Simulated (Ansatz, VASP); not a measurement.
## One calculation of HfC, two programs

File INCAR:

```
SYSTEM = HfC
PREC     = Accurate       ! precision mode
ENCUT    = 520            ! plane-wave cutoff, eV
EDIFF    = 1E-7           ! SCF threshold, eV
ISMEAR   = -1             ! smearing method
SIGMA    = 0.08           ! smearing width, eV
LREAL    = .False.        ! projectors in reciprocal space
LASPH    = .True.         ! aspherical terms in the spheres
NELM     = 60             ! most SCF steps
ALGO     = Normal         ! electronic algorithm
ISIF     = 2              ! what is computed and relaxed
LWAVE    = .False.        ! write WAVECAR
LCHARG   = .False.        ! write CHGCAR
GGA      = PE             ! functional
NBANDS   = 14             ! bands
```

KPOINTS

```
regular mesh
0
Gamma
  15 15 15
  0 0 0
```

File POSCAR:

```
HfC
1.0
    0.0000000000      2.1588611866      2.1588611866
    2.1588611866      0.0000000000      2.1588611866
    2.1588611866      2.1588611866      0.0000000000
Hf C
1 1
Direct
    0.0000000000      0.0000000000      0.0000000000
    0.5000000000      0.5000000000      0.5000000000
```

Input for Ansatz:

```yaml
crystal:
  lattice:
    - [0.0, 2.1588611866, 2.1588611866]
    - [2.1588611866, 0.0, 2.1588611866]
    - [2.1588611866, 2.1588611866, 0.0]
  atoms:
    - { symbol: Hf, position: [0.0, 0.0, 0.0] }
    - { symbol: C, position: [0.5, 0.5, 0.5] }
kpoints:
  mp_grid: { grid: [15, 15, 15] }
scf:
  occupations: { method: fermi_dirac, width: 0.08 }
hamiltonian:
  xc: pbe
  pseudopotentials: { kind: paw }
output:
  forces: true
  stress: true
  eigenvalues: true
  populations: true
```

Change from the starting cell: volume scaled by 0.8, PAW files.

Alike in both runs: task single point; functional PBE; k mesh 15 × 15 × 15; occupations fermi-dirac, width 0.08 eV; no spin polarisation.

|  | VASP | Ansatz |
| --- | --- | --- |
| version | VASP 6.6.1 | Ansatz 0.2.0 |
| potentials or method | VASP PAW PBE potentials, release 64 (Hf_pv, C) | PAW with Ansatz's default frozen-core files, scalar-relativistic |
| plane-wave cutoff (eV) | 520 | 420 |
| valence electrons in the cell | 14 | 30 |

|  | VASP | Ansatz | Ansatz less VASP |
| --- | --- | --- | --- |
| pressure (GPa) | 82.0 | 80.7 | -1.28 |

Both programs put the cell under a high pressure, so it lies far from rest at this level. The functional is the same, so the differences come from potentials, cutoffs and numerics. VASP's potentials hold 14 valence electrons a cell and Ansatz's 30, so a difference there can come from the potentials and not from the codes.

Spin-orbit coupling is off throughout. Noted on VASP's run: the cell as given lies far from equilibrium.
